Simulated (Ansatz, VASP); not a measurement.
## One calculation of SnO2, two programs

File INCAR:

```
SYSTEM = SnO2
ALGO = Normal
EDIFF = 1E-6
EDIFFG = -0.01
ENCUT = 600
GGA = PE
IBRION = 2
ISIF = 3
ISMEAR = 0
LASPH = .TRUE.
LCHARG = .FALSE.
LREAL = .FALSE.
LWAVE = .FALSE.
NELM = 100
NSW = 100
PREC = Accurate
SIGMA = 0.1
```

Contents of KPOINTS:

```
k-points
0
G
  14 14 16
  0 0 0
```

The input POSCAR:

```
SnO2
1.0
    3.5632043514      0.0000000000      0.0000000000
    0.0000000000      3.5632043514      0.0000000000
    0.0000000000      0.0000000000      2.8511041259
Sn O
1 2
Direct
    0.0000000000      0.0000000000      0.5000000000
    0.5000000000      0.0000000000      0.0000000000
    0.0000000000      0.5000000000      0.0000000000
```

Input for Ansatz:

```yaml
crystal:
  lattice:
    - [3.5632043534, 0.0, 0.0]
    - [0.0, 3.5632043534, 0.0]
    - [0.0, 0.0, 2.8511041305]
  atoms:
    - { symbol: Sn, position: [0.0, 0.0, 0.5] }
    - { symbol: O, position: [0.5, 0.0, 0.0] }
    - { symbol: O, position: [0.0, 0.5, 0.0] }
basis:
  ecutwfc: 420
kpoints:
  mp_grid: { grid: [14, 14, 16] }
hamiltonian:
  xc: pbe
scf:
  occupations: { method: gaussian, width: 0.1 }
output:
  forces: true
  stress: true
  eigenvalues: true
relax:
  adjacent_minimum: "off"
  f_tol: 0.01
  max_steps: 80
  cell: { stress_tol: 0.05 }
```

Alike in both runs: task relaxation of cell and atoms; functional PBE; k mesh 14 × 14 × 16; occupations gaussian, width 0.1 eV; no spin polarisation.

```csv
,VASP,Ansatz
version,VASP 6.6.1,Ansatz 0.2.0
potentials or method,"VASP PAW PBE potentials, release 64 (Sn_d, O), cutoff 600 eV","scalar-relativistic, plane waves, PAW"
valence electrons in the cell,26,26
```

|  | VASP | Ansatz | Ansatz less VASP |
| --- | --- | --- | --- |
| gap on the k mesh at the Fermi level, each at its own relaxed structure (eV) | none | none | - |
| relaxed volume (Å³/atom) | 12.09 | 12.07 | -0.018 |
| relaxed cell length with the largest relative difference (Å) | 2.856 | 2.854 | -0.0018 |

A gap of «none» marks a metal or a gap that the smearing closes.
